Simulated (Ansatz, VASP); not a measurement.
Two plane-wave programs on Be16H

```
CELL_PARAMETERS angstrom
-2.29000 -3.96640 0.00000
3.43500 -1.98320 0.00000
0.00000 0.00000 7.17686
ATOMIC_POSITIONS crystal
Be 0.74943 0.50060 0.99485
Be 0.47693 0.31939 0.25024
Be 0.74960 0.50077 0.50372
Be 0.49885 0.33380 0.75088
Be 0.49890 0.00000 0.00209
Be 0.24948 0.82097 0.25254
Be 0.49729 0.00002 0.50276
Be 0.24958 0.83240 0.75233
Be 0.24948 0.49921 0.00035
Be 0.02222 0.31918 0.25022
Be 0.24956 0.49908 0.50332
Be 0.00028 0.33374 0.75093
Be 0.99992 0.99991 0.00207
Be 0.74945 0.86743 0.25104
Be 0.00186 0.00000 0.50275
Be 0.74954 0.83674 0.75158
H 0.74965 0.50200 0.27744
```

Alike in both runs: functional LDA; k mesh 4 × 4 × 3; occupations gaussian, width 0.15 eV; no spin polarisation.

Ansatz relaxed the structure, and its values are those at the end. VASP's run is a single point on that final structure, the one shown.

|  | VASP | Ansatz |
| --- | --- | --- |
| version | VASP 6.6.1 | Ansatz 0.2.0 |
| potentials or method | VASP PAW LDA potentials, release 64 (Be, H), cutoff 520 eV | scalar-relativistic, plane waves, PAW |
| valence electrons in the cell | 33 | 33 |

Ansatz gave:

```
rms of the force components (eV/Å) : 0.004
```

Task: What did VASP give for the same quantities?

Result: rms of the force components (eV/Å): 0.005.

LDA's correlation is that of Perdew and Zunger in VASP and of Perdew and Wang (1992) in Ansatz.

The k mesh is coarse, so the values compare programs but aren't converged.
